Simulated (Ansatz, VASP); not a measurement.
**One calculation of CdF2, two programs**

```xyz
3
Lattice="0.0000 2.6940 2.6940 3.0475 0.0000 2.6940 3.0475 2.6940 0.0000" Properties=species:S:1:pos:R:3 pbc="T T T"
Cd    0.0000    0.0000    0.0000
F     1.5237    1.3470    1.3470
F     4.5712    4.0410    4.0410
```

Change from the starting cell: strain +0.1312 x Voigt [1, 0, 0, 0, 0, 0], atoms carried along.

Alike in both runs: task single point; functional PBE; k mesh 8 × 8 × 8; occupations gaussian, width 0.05 eV; no spin polarisation.

```csv
,VASP,Ansatz
version,VASP 6.6.1,Ansatz 0.2.0
potentials or method,"VASP PAW PBE potentials, release 64 (Cd, F), cutoff 520 eV","scalar-relativistic, plane waves, PAW"
valence electrons in the cell,26,34
```

|  | VASP | Ansatz | Ansatz less VASP |
| --- | --- | --- | --- |
| gap on the k mesh at the Fermi level (eV) | 2.30 | 2.32 | +0.027 |
| least direct gap on the mesh (eV) | 2.84 | 2.87 | +0.031 |
| pressure (GPa) | -5.4 | -5.7 | -0.30 |
| traceless stress, the component that is largest in VASP (GPa) | -8.30 | -8.39 | -0.090 |

VASP's potentials hold 26 valence electrons a cell and Ansatz's 34, so a difference there can come from the potentials and not from the codes.
